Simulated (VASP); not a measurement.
# MgO (P-6m2) in VASP: single point with HSE06

Aim: the single point of MgO with HSE06.

Program: VASP 6.6.1. These are calculated values, not measurements. Logs are shortened: lines on timing, memory, paths and dates and some standing lists are left out, and cuts for length are marked.

## 1. The cell of the first run

Symmetry: P-6m2, No. 187, hexagonal system. Conventional cell: a = 2.938 Å, b = 2.938 Å, c = 2.680 Å, α = 90.00°, β = 90.00°, γ = 120.00°. Mg (site symmetry -6m2) has 6 O at 2.16 Å and 2 Mg at 2.68 Å within 2.9 Å. Within 2.9 Å of O (site symmetry -6m2) lie 6 Mg at 2.16 Å and 2 O at 2.68 Å.

## 2. Single point, HSE06

POSCAR

```
MgO
1.0
    2.9380210000      0.0000000000      0.0000000000
   -1.4690100000      2.5444010000      0.0000000000
    0.0000000000      0.0000000000      2.6796800000
Mg O
1 1
Direct
    0.0000000000      0.0000000000      0.0000000000
    0.3333333333      0.6666666667      0.5000000000
```

INCAR.step1

```
PREC = Accurate
ENCUT = 520
EDIFF = 1E-5
ISMEAR = 0
SIGMA = 0.01
LREAL = F
LASPH = T
NELM = 100
ALGO = Normal
ISIF = 2
LWAVE = T
LCHARG = F
GGA = PE
NBANDS = 11
```

INCAR.step2

```
PREC = Accurate
ENCUT = 520
EDIFF = 1E-6
ISMEAR = 0
SIGMA = 0.01
LREAL = F
LASPH = T
NELM = 100
ALGO = Normal
ISIF = 2
LWAVE = F
LCHARG = F
GGA = PE
LHFCALC = T
HFSCREEN = 0.2079
PRECFOCK = Normal
ISTART = 1
NBANDS = 11
```

KPOINTS

```
Automatic mesh
0
Gamma
  4 4 4
```

Potentials or basis: VASP PAW PBE potentials, release 64 (Mg, O).

Command:

```bash
> cat potpaw_PBE.64/Mg/POTCAR potpaw_PBE.64/O/POTCAR > POTCAR
> cp INCAR.step1 INCAR
> mpirun -np 1 vasp_std > vasp.out
> cp INCAR.step2 INCAR
> mpirun -np 1 vasp_std > vasp.out
```

OUTCAR:

```text
PREC = Accurate
   ENCUT = 520
   EDIFF = 1E-6
   ISMEAR = 0
   LREAL = F
   LASPH = T
   NELM = 100
   ISIF = 2
   GGA = PE
   LHFCALC = T
   HFSCREEN = 0.2079
   PRECFOCK = Normal
   ISTART = 1

 ion  position               nearest neighbor table
   1  0.000  0.000  0.000-   2 2.16   2 2.16   2 2.16   2 2.16   2 2.16   2 2.16
   2  0.333  0.667  0.500-   1 2.16   1 2.16   1 2.16   1 2.16   1 2.16   1 2.16

  LATTYP: Found a hexagonal cell.
 ALAT       =     2.9380210000
 C/A-ratio  =     0.9120697231

  Lattice vectors:

 A1 = (   2.9380210000,   0.0000000000,   0.0000000000)
 A2 = (  -1.4690100000,   2.5444010000,   0.0000000000)
 A3 = (   0.0000000000,   0.0000000000,   2.6796800000)

Analysis of symmetry for initial positions (statically):
=====================================================================
 Subroutine PRICEL returns:
 Original cell was already a primitive cell.

 Routine SETGRP: Setting up the symmetry group for a
 hexagonal supercell.

 Subroutine GETGRP returns: Found 12 space group operations
 (whereof 12 operations were pure point group operations)
 out of a pool of 24 trial point group operations.

The static configuration has the point symmetry D_3h.

Analysis of symmetry for dynamics (positions and initial velocities):
=====================================================================
 Subroutine PRICEL returns:
 Original cell was already a primitive cell.

 Routine SETGRP: Setting up the symmetry group for a
 hexagonal supercell.

 Subroutine GETGRP returns: Found 12 space group operations
 (whereof 12 operations were pure point group operations)
 out of a pool of 24 trial point group operations.

The dynamic configuration has the point symmetry D_3h.

 Subroutine INISYM returns: Found 12 space group operations
 (whereof 12 operations are pure point group operations),
 and found     1 'primitive' translations

----------------------------------------------------------------------------------------

                                     Primitive cell

  volume of cell :      20.0320

  direct lattice vectors                    reciprocal lattice vectors
     2.938021000  0.000000000  0.000000000     0.340365164  0.196509839  0.000000000
    -1.469010000  2.544401000  0.000000000     0.000000000  0.393019811  0.000000000
     0.000000000  0.000000000  2.679680000     0.000000000  0.000000000  0.373178887

  length of vectors
     2.938021000  2.938020903  2.679680000     0.393019798  0.393019811  0.373178887

  position of ions in fractional coordinates (direct lattice)
     0.000000000  0.000000000  0.000000000
     0.333333333  0.666666667  0.500000000

  ion indices of the primitive-cell ions
   primitive index   ion index
                 1           1
                 2           2

----------------------------------------------------------------------------------------

 KPOINTS: Automatic mesh

Automatic generation of k-mesh.
 Grid dimensions read from file:
 generate k-points for:    4    4    4

 Generating k-lattice:

  Cartesian coordinates                     Fractional coordinates (reciprocal lattice)
     0.085091291  0.049127460  0.000000000     0.250000000  0.000000000  0.000000000
     0.000000000  0.098254953  0.000000000     0.000000000  0.250000000  0.000000000
     0.000000000  0.000000000  0.093294722     0.000000000  0.000000000  0.250000000

  Length of vectors
     0.098254950  0.098254953  0.093294722

  Shift w.r.t. Gamma in fractional coordinates (k-lattice)
     0.000000000  0.000000000  0.000000000

 Subroutine IBZKPT returns following result:
 ===========================================

 Found     12 irreducible k-points:

 Following reciprocal coordinates:
            Coordinates               Weight
  0.000000  0.000000  0.000000      1.000000
  0.250000  0.000000  0.000000      6.000000
  0.500000  0.000000  0.000000      3.000000
  0.250000  0.250000  0.000000      6.000000
  0.000000  0.000000  0.250000      2.000000
  0.250000  0.000000  0.250000     12.000000
  0.500000  0.000000  0.250000      6.000000
  0.250000  0.250000  0.250000     12.000000
  0.000000  0.000000  0.500000      1.000000
  0.250000  0.000000  0.500000      6.000000
  0.500000  0.000000  0.500000      3.000000
  0.250000  0.250000  0.500000      6.000000
   k-points           NKPTS =     12   k-points in BZ     NKDIM =     64   number of bands    NBANDS=     11
   number of dos      NEDOS =    301   number of ions     NIONS =      2
   total plane-waves  NPLWV =  11520
   dimension x,y,z NGX =    24 NGY =   24 NGZ =   20
   dimension x,y,z NGXF=    48 NGYF=   48 NGZF=   40
   ions per type =               1   1
   NGX,Y,Z   is equivalent  to a cutoff of  13.58, 13.58, 12.41 a.u.
   NGXF,Y,Z  is equivalent  to a cutoff of  27.16, 27.16, 24.82 a.u.
 SYSTEM =  unknown system
   PREC   = accura    normal or accurate (medium, high low for compatibility)
   ISTART =      1    job   : 0-new  1-cont  2-samecut
   ICHARG =      0    charge: 1-file 2-atom 10-const
   ISPIN  =      1    spin polarized calculation?
   LNONCOLLINEAR =      F non collinear calculations
   LSORBIT =      F    spin-orbit coupling
   LASPH  =      T    aspherical Exc in radial PAW
   ENCUT  =  520.0 eV  38.22 Ry    6.18 a.u.   5.46  5.46  4.98*2*pi/ulx,y,z
   NELM   =    100;   NELMIN=  2; NELMDL=  0     # of ELM steps
   EDIFF  = 0.1E-05   stopping-criterion for ELM
   LREAL  =      F    real-space projection
   EDIFFG = 0.1E-04   stopping-criterion for IOM
   NSW    =      0    number of steps for IOM
   IBRION =     -1    ionic relax: 0-MD 1-quasi-New 2-CG
   NFREE  =      0    steps in history (QN), initial steepest desc. (CG)
   ISIF   =      2    stress and relaxation
   ISYM   =      3    0-nonsym 1-usesym 2-fastsym
   POTIM  = 0.5000    time-step for ionic-motion
   TEBEG  =    0.0;   TEEND  =   0.0 temperature during run
   PSTRESS=    0.0 pullay stress
   NELECT =       8.0000    total number of electrons
   NUPDOWN=      -1.0000    fix difference up-down
   EMIN   =  10.00;   EMAX   =-10.00  energy-range for DOS
   EFERMI =   0.00;   METHOD = LEGACY
   ISMEAR =     0;   SIGMA  =   0.01  broadening in eV -4-tet -1-fermi 0-gaus
   EFERMI_NEDOS =   21; number of points for ismear=-14 and -15
   IALGO  =     38    algorithm
   IMIX   =      1    mixing-type and parameters
     AMIX     =   0.40;   BMIX     =  1.00
     AMIX_MAG =   1.60;   BMIX_MAG =  1.00
  volume/ion in A,a.u.               =      10.02        67.59
  Fermi-wavevector in a.u.,A,eV,Ry     =   1.205583  2.278221 19.775113  1.453430
  Thomas-Fermi vector in A             =   2.341275
   LORBIT       =      0    0 simple, 1 ext, 2 COOP (PROOUT), +10 PAW based schemes
   GGA     = PE    functional components
   LHFCALC =     T    Hartree Fock is set to
   PRECFOCK=normal    Normal, Fast or Accurate (Low or Medium for compatibility)
   ENCUT4O =  -1.0   cutoff for four orbital integrals eV
   NKREDX  =     1    reduce k-point grid by
   NKREDY  =     1    reduce k-point grid by
   NKREDZ  =     1    reduce k-point grid by
   AEXX    =    0.2500 exact exchange contribution
   HFSCREEN=    0.2079 screening length (either q_TF or 0.3 A-1)
   HFSCREENC=   0.2079 screening length for correlation (either q_TF or 0.3 A-1)
   ENCUTFOCK=  -1.0 apply spherical cutoff to Coloumb kernel
   IVDW    =     0    specifies the selected vdW correction
   LEPSILON=     F    determine dielectric tensor
   LRPA    =     F    only Hartree local field effects (RPA)
 non-spin polarized calculation
 Gauss-broadening in eV      SIGMA  =   0.01
  energy-cutoff  :      520.00
  volume of cell :       20.03
 maximum number of plane-waves:       550
 NGX is ok and might be reduce to    24
  NGX = 18; NGY = 18; NGZ = 16

 number of electron       7.9999996 magnetization

 Free energy of the ion-electron system (eV)
  ---------------------------------------------------
  ext. energy  EPLUGINS =         0.00000000
  ---------------------------------------------------
  free energy    TOTEN  =       -13.44654668 eV

  energy without entropy =      -13.44654668  energy(sigma->0) =      -13.44654668

 E-fermi :   2.1871     XC(G=0):  -8.8200

 val. band max:        2.0897868428   @ k =   0.2500   0.2500   0.0000
 cond. band min:       6.7079839954   @ k =   0.0000   0.0000   0.0000
 fundamental gap:      4.6181971526
 Fermi energy:         2.1870840763

 k-point     1 :       0.0000    0.0000    0.0000
  band No.  band energies     occupation
      1     -16.8651      2.00000
      2       1.5081      2.00000
      3       1.5081      2.00000
      4       1.7060      2.00000
      5       6.7080      0.00000
      6      15.8149      0.00000
      7      19.6100      0.00000
      8      19.6100      0.00000
      9      23.9283      0.00000
     10      25.3018      0.00000
     11      26.9762      0.00000

 k-point     2 :       0.2500    0.0000    0.0000
  band No.  band energies     occupation
      1     -16.3601      2.00000
      2      -1.1601      2.00000
      3       1.1000      2.00000
      4       1.8916      2.00000
      5       9.1592      0.00000
      6      14.9975      0.00000
      7      17.8763      0.00000
      8      21.0467      0.00000
      9      24.1855      0.00000
     10      25.0718      0.00000
     11      28.1785      0.00000

 k-point     3 :       0.5000    0.0000    0.0000
  band No.  band energies     occupation
      1     -15.7803      2.00000
      2      -3.0506      2.00000
      3       0.7276      2.00000
      4       2.0891      2.00000
      5      10.4080      0.00000
      6      14.7527      0.00000
      7      17.1262      0.00000
      8      22.1876      0.00000
      9      22.9893      0.00000
     10      26.2279      0.00000
     11      29.3901      0.00000

 k-point     4 :       0.2500    0.2500    0.0000
  band No.  band energies     occupation
      1     -15.7911      2.00000
      2      -2.2961      2.00000
      3      -0.4911      2.00000
      4       2.0898      2.00000
      5      11.5851      0.00000
      6      14.5352      0.00000
      7      17.1209      0.00000
      8      22.1996      0.00000
      9      23.4643      0.00000
     10      25.9870      0.00000
     11      26.4740      0.00000

 k-point     5 :       0.0000    0.0000    0.2500
  band No.  band energies     occupation
      1     -16.3497      2.00000
      2      -1.3586      2.00000
      3       1.7726      2.00000
      4       1.7726      2.00000
      5       9.0941      0.00000
      6      15.7295      0.00000
      7      20.4037      0.00000
      8      20.4037      0.00000
      9      24.2905      0.00000
     10      24.2905      0.00000
     11      25.1595      0.00000

 k-point     6 :       0.2500    0.0000    0.2500
  band No.  band energies     occupation
      1     -15.9077      2.00000
      2      -1.0732      2.00000
      3      -0.2250      2.00000
      4       1.3603      2.00000
      5      10.5406      0.00000
      6      15.1873      0.00000
      7      18.4746      0.00000
      8      20.7534      0.00000
      9      20.9152      0.00000
     10      25.0677      0.00000
     11      26.8153      0.00000

 k-point     7 :       0.5000    0.0000    0.2500
  band No.  band energies     occupation
      1     -15.4062      2.00000
      2      -2.3394      2.00000
      3      -0.0917      2.00000
      4       0.9831      2.00000
      5      10.8037      0.00000
      6      14.0248      0.00000
      7      18.9669      0.00000
      8      20.1136      0.00000
      9      20.7331      0.00000
     10      25.2670      0.00000
     11      27.6382      0.00000

 k-point     8 :       0.2500    0.2500    0.2500
  band No.  band energies     occupation
      1     -15.4139      2.00000
      2      -1.6768      2.00000
      3      -0.0783      2.00000
      4      -0.0547      2.00000
      5      11.2634      0.00000
      6      15.3012      0.00000
      7      18.1893      0.00000
      8      19.1805      0.00000
      9      20.3072      0.00000
     10      25.7355      0.00000
     11      29.6889      0.00000

 k-point     9 :       0.0000    0.0000    0.5000
  band No.  band energies     occupation
      1     -15.7429      2.00000
      2      -3.5433      2.00000
      3       2.0553      2.00000
      4       2.0553      2.00000
      5      12.2099      0.00000
      6      13.0904      0.00000
      7      21.6431      0.00000
      8      21.6431      0.00000
      9      22.6074      0.00000
     10      22.6074      0.00000
     11      26.0948      0.00000

 k-point    10 :       0.2500    0.0000    0.5000
  band No.  band energies     occupation
      1     -15.3844      2.00000
      2      -2.7738      2.00000
      3       0.1148      2.00000
      4       1.6398      2.00000
      5      11.3051      0.00000
      6      14.5114      0.00000
      7      19.1821      0.00000
      8      19.6852      0.00000
      9      20.1224      0.00000
     10      24.7127      0.00000
     11      25.7185      0.00000

 k-point    11 :       0.5000    0.0000    0.5000
  band No.  band energies     occupation
      1     -14.9826      2.00000
      2      -1.8503      2.00000
      3      -1.4606      2.00000
      4       1.2580      2.00000
      5       9.5725      0.00000
      6      15.3787      0.00000
      7      18.2458      0.00000
      8      19.2661      0.00000
      9      19.2673      0.00000
     10      25.6419      0.00000
     11      27.4411      0.00000

 k-point    12 :       0.2500    0.2500    0.5000
  band No.  band energies     occupation
      1     -14.9864      2.00000
      2      -1.8797      2.00000
      3      -0.8720      2.00000
      4       0.4232      2.00000
      5      10.1407      0.00000
      6      15.6273      0.00000
      7      17.1252      0.00000
      8      18.3374      0.00000
      9      21.0590      0.00000
     10      25.6085      0.00000
     11      28.8156      0.00000

------------------------ aborting loop because EDIFF is reached ----------------------------------------

  FORCE on cell =-STRESS in cart. coord.  units (eV):
  Direction    XX          YY          ZZ          XY          YZ          ZX
  --------------------------------------------------------------------------------------
  -------------------------------------------------------------------------------------
  Total       -0.6919737     -0.6919738     -0.8734777     -0.0000001      0.0000000     -0.0000000
  in kB      -55.3447948    -55.3448025    -69.8616799     -0.0000109      0.0000000     -0.0000000
  external PRESSURE =     -60.1837591 kB  Pullay stress =       0.0000000 kB

 VOLUME and BASIS-vectors are now :
 -----------------------------------------------------------------------------
  energy-cutoff  :      520.00
  volume of cell :       20.03
      direct lattice vectors                 reciprocal lattice vectors
     2.938021000  0.000000000  0.000000000     0.340365164  0.196509839  0.000000000
    -1.469010000  2.544401000  0.000000000     0.000000000  0.393019811  0.000000000
     0.000000000  0.000000000  2.679680000     0.000000000  0.000000000  0.373178887

 POSITION                                       TOTAL-FORCE (eV/Angst)
 -----------------------------------------------------------------------------------
      0.00000      0.00000      0.00000         0.000000     -0.000000      0.000000
      0.00000      1.69627      1.33984        -0.000000      0.000000      0.000000
 -----------------------------------------------------------------------------------
    total drift:                                0.000007     -0.000003      0.000000

  FREE ENERGIE OF THE ION-ELECTRON SYSTEM (eV)
  ---------------------------------------------------
  free  energy   TOTEN  =       -13.4465466765 eV

  energy  without entropy=      -13.4465466765  energy(sigma->0) =      -13.44654668
```

Wall time 3.2 min (1 thread of Intel Xeon 8259CL, shared host); peak memory 0.24 GiB.

What came out:

```yaml
Free_energy: -13.4465 eV
Pressure: -6.0 GPa
Band_gap_on_the_k_mesh: 4.62 eV, indirect (least direct gap 5.00 eV)
```

Levels at points of the mesh, in eV from the valence-band top:
```tsv
k point	band 2	band 3	band 4	band 5	band 6	band 7
(0.00, 0.00, 0.00)	-0.58	-0.58	-0.38	4.62	13.73	17.52
(0.50, 0.00, 0.00)	-5.14	-1.36	0.00	8.32	12.66	15.04
(0.00, 0.00, 0.50)	-5.63	-0.03	-0.03	10.12	11.00	19.55
(0.50, 0.00, 0.50)	-3.94	-3.55	-0.83	7.48	13.29	16.16
```

Caveat: the k points lie up to 0.62 Å⁻¹ apart; the PAW data sets were made with another functional, which shifts forces and pressure a little. A k mesh can miss the band edges.
